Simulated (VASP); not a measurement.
# Mg (P-1) in VASP: electric field gradients with PBEsol

Aim: the electric field gradients of Mg with PBEsol.

Everything below comes from runs of VASP 6.6.1. Logs are shortened: lines on timing, memory, paths and dates and some standing lists are left out, and cuts for length are marked.

### Step 1. The cell of the first run

The typed cell holds 2 atoms: a = 3.210 Å, b = 3.251 Å, c = 5.212 Å, α = 90.62°, β = 91.71°, γ = 121.27°.

### Step 2. Electric field gradients, PBEsol (equal xy, yz and zx shear strains of -3 %)

File INCAR:

```
PREC     = Accurate       # precision mode
ENCUT    = 520            # plane-wave cutoff, eV
EDIFF    = 1E-8           # SCF threshold, eV
ISMEAR   = -1             # smearing method
SIGMA    = 0.08           # smearing width, eV
LREAL    = F              # projectors in reciprocal space
LASPH    = T              # aspherical terms in the spheres
NELM     = 80             # most SCF steps
ALGO     = Normal         # electronic algorithm
ISIF     = 2              # what is computed and relaxed
LWAVE    = F              # write WAVECAR
LCHARG   = F              # write CHGCAR
GGA      = PS             # functional
LEFG     = T            
NBANDS   = 9              # bands
```

File KPOINTS:

```
regular mesh
0
Gamma
  12 12 7
```

File POSCAR:

```
Mg
1.0
    3.2092715325     -0.0481390730     -0.0481390730
   -1.6463254263      2.8033802113     -0.0176201236
   -0.0781549500     -0.0781549500      5.2103300000
Mg
2
Direct
    0.3333333333      0.6666666667      0.2500000000
    0.6666666667      0.3333333333      0.7500000000
```

Potentials or basis: VASP PAW PBE potentials, release 64 (Mg).

On the command line:

```sh
$ cat potpaw_PBE.64/Mg/POTCAR > POTCAR
$ mpirun -np 1 vasp_std > vasp.out
```

OUTCAR:

```text
PREC = Accurate
   ENCUT = 520
   EDIFF = 1E-8
   ISMEAR = -1
   LREAL = F
   LASPH = T
   NELM = 80
   ISIF = 2
   GGA = PS

 ion  position               nearest neighbor table
   1  0.333  0.667  0.250-   2 3.12   2 3.15   2 3.19   2 3.23   2 3.24   2 3.24
   2  0.667  0.333  0.750-   1 3.12   1 3.15   1 3.19   1 3.23   1 3.24   1 3.24

  LATTYP: Found a triclinic cell.
 ALAT       =     3.2510980433
 B/A-ratio  =     2.3785281603
 C/A-ratio  =     0.9873567314
 COS(alpha) =     0.0013407827
 COS(beta)  =     0.5191268021
 COS(gamma) =     0.6326089231

  Lattice vectors:

 A1 = (  -1.6463254263,   2.8033802113,  -0.0176201236)
 A2 = (  -0.0052243701,   5.6367762996,  -5.2937093202)
 A3 = (  -3.2092715325,   0.0481390730,   0.0481390730)

Analysis of symmetry for initial positions (statically):
=====================================================================
 Subroutine PRICEL returns:
 Original cell was already a primitive cell.

 Routine SETGRP: Setting up the symmetry group for a
 triclinic supercell.

 Subroutine GETGRP returns: Found  2 space group operations
 (whereof  2 operations were pure point group operations)
 out of a pool of  2 trial point group operations.

The static configuration has the point symmetry S_2 .

Analysis of symmetry for dynamics (positions and initial velocities):
=====================================================================
 Subroutine PRICEL returns:
 Original cell was already a primitive cell.

 Routine SETGRP: Setting up the symmetry group for a
 triclinic supercell.

 Subroutine GETGRP returns: Found  2 space group operations
 (whereof  2 operations were pure point group operations)
 out of a pool of  2 trial point group operations.

The dynamic configuration has the point symmetry S_2 .

 Subroutine INISYM returns: Found  2 space group operations
 (whereof  2 operations are pure point group operations),
 and found     1 'primitive' translations

----------------------------------------------------------------------------------------

                                     Primitive cell

  volume of cell :      46.4422

  direct lattice vectors                    reciprocal lattice vectors
     3.209271532 -0.048139073 -0.048139073     0.314480469  0.184730252  0.007488161
    -1.646325426  2.803380211 -0.017620124     0.005481714  0.359965898  0.005481714
    -0.078154950 -0.078154950  5.210330000     0.002924073  0.002924073  0.192014145

  length of vectors
     3.209993537  3.251098043  5.211502192     0.364800362  0.360049366  0.192058669

  position of ions in fractional coordinates (direct lattice)
     0.333333333  0.666666667  0.250000000
     0.666666667  0.333333333  0.750000000

  ion indices of the primitive-cell ions
   primitive index   ion index
                 1           1
                 2           2

----------------------------------------------------------------------------------------

 KPOINTS: regular mesh

Automatic generation of k-mesh.
 Grid dimensions read from file:
 generate k-points for:   12   12    7

 Generating k-lattice:

  Cartesian coordinates                     Fractional coordinates (reciprocal lattice)
     0.026206706  0.015394188  0.000624013     0.083333333 -0.000000000  0.000000000
     0.000456810  0.029997158  0.000456810    -0.000000000  0.083333333  0.000000000
     0.000417725  0.000417725  0.027430592     0.000000000 -0.000000000  0.142857143

  Length of vectors
     0.030400030  0.030004114  0.027436953

  Shift w.r.t. Gamma in fractional coordinates (k-lattice)
     0.000000000  0.000000000  0.000000000

 Subroutine IBZKPT returns following result:
 ===========================================

 Found    506 irreducible k-points:

 Following reciprocal coordinates:
            Coordinates               Weight
  0.000000  0.000000  0.000000      1.000000
  0.083333  0.000000  0.000000      2.000000
  0.166667  0.000000 -0.000000      2.000000
  0.250000  0.000000  0.000000      2.000000
  0.333333  0.000000 -0.000000      2.000000
  0.416667  0.000000 -0.000000      2.000000
[... 16 lines left out ...]
  0.250000  0.166667  0.000000      2.000000
  0.333333  0.166667 -0.000000      2.000000
 [... further k-points ...]
   k-points           NKPTS =    506   k-points in BZ     NKDIM =    506   number of bands    NBANDS=      9
   number of dos      NEDOS =    301   number of ions     NIONS =      2
   total plane-waves  NPLWV =  23040
   dimension x,y,z NGX =    24 NGY =   24 NGZ =   40
   dimension x,y,z NGXF=    48 NGYF=   48 NGZF=   80
   ions per type =               2
   NGX,Y,Z   is equivalent  to a cutoff of  12.43, 12.27, 12.76 a.u.
   NGXF,Y,Z  is equivalent  to a cutoff of  24.86, 24.54, 25.52 a.u.
 SYSTEM =  unknown system
   PREC   = accura    normal or accurate (medium, high low for compatibility)
   ISTART =      0    job   : 0-new  1-cont  2-samecut
   ICHARG =      2    charge: 1-file 2-atom 10-const
   ISPIN  =      1    spin polarized calculation?
   LNONCOLLINEAR =      F non collinear calculations
   LSORBIT =      F    spin-orbit coupling
   LASPH  =      T    aspherical Exc in radial PAW
   ENCUT  =  520.0 eV  38.22 Ry    6.18 a.u.   5.97  6.04  9.69*2*pi/ulx,y,z
   NELM   =     80;   NELMIN=  2; NELMDL= -5     # of ELM steps
   EDIFF  = 0.1E-07   stopping-criterion for ELM
   LREAL  =      F    real-space projection
   EDIFFG = 0.1E-06   stopping-criterion for IOM
   NSW    =      0    number of steps for IOM
   IBRION =     -1    ionic relax: 0-MD 1-quasi-New 2-CG
   NFREE  =      0    steps in history (QN), initial steepest desc. (CG)
   ISIF   =      2    stress and relaxation
   ISYM   =      2    0-nonsym 1-usesym 2-fastsym
   POTIM  = 0.5000    time-step for ionic-motion
   TEBEG  =    0.0;   TEEND  =   0.0 temperature during run
   PSTRESS=    0.0 pullay stress
   NELECT =       4.0000    total number of electrons
   NUPDOWN=      -1.0000    fix difference up-down
   EMIN   =  10.00;   EMAX   =-10.00  energy-range for DOS
   EFERMI =   0.00;   METHOD = LEGACY
   ISMEAR =    -1;   SIGMA  =   0.08  broadening in eV -4-tet -1-fermi 0-gaus
   EFERMI_NEDOS =   21; number of points for ismear=-14 and -15
   IALGO  =     38    algorithm
   IMIX   =      4    mixing-type and parameters
     AMIX     =   0.40;   BMIX     =  1.00
     AMIX_MAG =   1.60;   BMIX_MAG =  1.00
  volume/ion in A,a.u.               =      23.22       156.70
  Fermi-wavevector in a.u.,A,eV,Ry     =   0.722976  1.366227  7.111690  0.522694
  Thomas-Fermi vector in A             =   1.813075
   LORBIT       =      0    0 simple, 1 ext, 2 COOP (PROOUT), +10 PAW based schemes
   GGA     = PS    functional components
   LHFCALC =     F    Hartree Fock is set to
   AEXX    =    0.0000 exact exchange contribution
   IVDW    =     0    specifies the selected vdW correction
   LEPSILON=     F    determine dielectric tensor
   LRPA    =     F    only Hartree local field effects (RPA)
 non-spin polarized calculation
  energy-cutoff  :      520.00
  volume of cell :       46.44
 maximum number of plane-waves:      1266
   NGX = 11   NGY = 13   NGZ = 19

 number of electron       4.0000000 magnetization

 Free energy of the ion-electron system (eV)
  ---------------------------------------------------
  ext. energy  EPLUGINS =         0.00000000
  ---------------------------------------------------
  free energy    TOTEN  =        -3.44401848 eV

  energy without entropy =       -3.42651178  energy(sigma->0) =       -3.43526513

 E-fermi :   2.4969     XC(G=0):  -8.4977

 val. band max:        2.4929819900   @ k =   0.0000   0.2500  -0.0000
 cond. band min:       2.4975526847   @ k =   0.4167   0.4167   0.4286
 fundamental gap:      0.0045706947
 Fermi energy:         2.4968705257

 k-point     1 :       0.0000    0.0000    0.0000
  band No.  band energies     occupation
      1      -4.3470      2.00000
      2       0.8690      2.00000
      3       1.3010      2.00000
      4      13.0544      0.00000
      5      13.1658      0.00000
      6      13.7216      0.00000
      7      13.7229      0.00000
      8      14.3915      0.00000
      9      15.8889      0.00000

 k-point     2 :       0.0833    0.0000    0.0000
  band No.  band energies     occupation
      1      -4.2077      2.00000
      2       0.9860      2.00000
      3       1.4468      2.00000
      4      11.5210      0.00000
      5      11.8645      0.00000
      6      12.8891      0.00000
      7      14.6178      0.00000
      8      15.0921      0.00000
      9      15.9615      0.00000
[... 253 lines left out ...]
 k-point    24 :       0.3333    0.1667   -0.0000
  band No.  band energies     occupation
      1      -0.5085      2.00000
      2       2.5127      0.90157
      3       4.2802      0.00000
      4       4.8545      0.00000
      5       5.8866      0.00000
      6       7.3324      0.00000
      7       8.6845      0.00000
      8      10.1972      0.00000
      9      11.2241      0.00000

 [... further k-points ...]
[... 5 lines left out ...]
  --------------------------------------------------------------------------------------
  -------------------------------------------------------------------------------------
  Total       -0.2467712     -0.2592855     -0.4309765      0.1609855      0.1504784      0.1577893
  in kB       -8.5131930     -8.9449141    -14.8679678      5.5537284      5.1912533      5.4434651
  external PRESSURE =     -10.7753583 kB  Pullay stress =       0.0000000 kB

 VOLUME and BASIS-vectors are now :
 -----------------------------------------------------------------------------
  energy-cutoff  :      520.00
  volume of cell :       46.44
      direct lattice vectors                 reciprocal lattice vectors
     3.209271532 -0.048139073 -0.048139073     0.314480469  0.184730252  0.007488161
    -1.646325426  2.803380211 -0.017620124     0.005481714  0.359965898  0.005481714
    -0.078154950 -0.078154950  5.210330000     0.002924073  0.002924073  0.192014145

 POSITION                                       TOTAL-FORCE (eV/Angst)
 -----------------------------------------------------------------------------------
     -0.04733      1.83334      1.27479         0.031565      0.001351      0.005769
      1.53212      0.84375      3.86978        -0.031565     -0.001351     -0.005769
 -----------------------------------------------------------------------------------
    total drift:                                0.000000     -0.000000     -0.000000

  FREE ENERGIE OF THE ION-ELECTRON SYSTEM (eV)
  ---------------------------------------------------
  free  energy   TOTEN  =        -3.4440184762 eV

  energy  without entropy=       -3.4265117822  energy(sigma->0) =       -3.43526513

 Electric field gradients (V/A^2)
---------------------------------------------------------------------
 ion       V_xx      V_yy      V_zz      V_xy      V_xz      V_yz
---------------------------------------------------------------------
   1      -0.335    -0.373     0.707    -0.755    -0.598    -0.566
   2      -0.335    -0.373     0.707    -0.755    -0.598    -0.566
---------------------------------------------------------------------

 Electric field gradients after diagonalization (V/A^2)
 (convention: |V_zz| > |V_xx| > |V_yy|)
----------------------------------------------------------------------
 ion       V_xx      V_yy      V_zz     asymmetry (V_yy - V_xx)/ V_zz
----------------------------------------------------------------------
   1       1.026     0.400    -1.426       0.439
   2       1.026     0.400    -1.426       0.439
----------------------------------------------------------------------

           NMR quadrupolar parameters

 Cq : quadrupolar parameter    Cq=e*Q*V_zz/h
 eta: asymmetry parameters     (V_yy - V_xx)/ V_zz
 Q  : nuclear electric quadrupole moment in mb (millibarn)
----------------------------------------------------------------------
 ion       Cq(MHz)       eta       Q (mb)
----------------------------------------------------------------------
   1      -0.003       0.439       1.000
   2      -0.003       0.439       1.000
----------------------------------------------------------------------
```

Wall time 3.2 min (1 thread of Oxide Virtual Turin-like, shared host); peak memory 0.29 GiB.

Results:

| Item | Value |
| --- | --- |
| Free energy | -3.4440 eV |
| Pressure | -1.1 GPa |
| Largest force | 0.032 eV/Å |
| Band gap on the k mesh | zero (band 2 reaches 3.54 eV, above the bottom of band 3 at 1.30 eV) |

Forces in eV/Å, atoms in the order of the input:
```
Mg   0.032  0.001  0.006
Mg  -0.032 -0.001 -0.006
```

Levels at points of the mesh, in eV from the Fermi level:
| k point | band 1 | band 2 | band 3 | band 4 | band 5 | band 6 | band 7 |
| --- | --- | --- | --- | --- | --- | --- | --- |
| (0.00, 0.00, 0.00) | -6.84 | -1.63 | -1.20 | 10.56 | 10.67 | 11.22 | 11.23 |
| (0.50, 0.00, 0.00) | -1.99 | -1.93 | 2.61 | 2.98 | 3.62 | 3.97 | 6.47 |
| (0.00, 0.50, 0.00) | -2.09 | -2.08 | 2.56 | 2.96 | 3.42 | 3.80 | 6.86 |
| (0.50, 0.50, 0.00) | -2.22 | -2.18 | 2.52 | 2.95 | 3.20 | 3.61 | 7.25 |

Electric field gradients, principal values (V/Å²):
| atom | least | middle | greatest (by size) |
| --- | --- | --- | --- |
| 1 Mg | 0.400 | 1.026 | -1.426 |
| 2 Mg | 0.400 | 1.026 | -1.426 |

Caveat: the cell differs from its parent crystal (equal xy, yz and zx shear strains of -3 %); without QUAD_EFG the Cq values of the log hold for a quadrupole moment of 1 mb, not for the nuclei; the PAW data sets were made with another functional, which shifts forces and pressure a little.
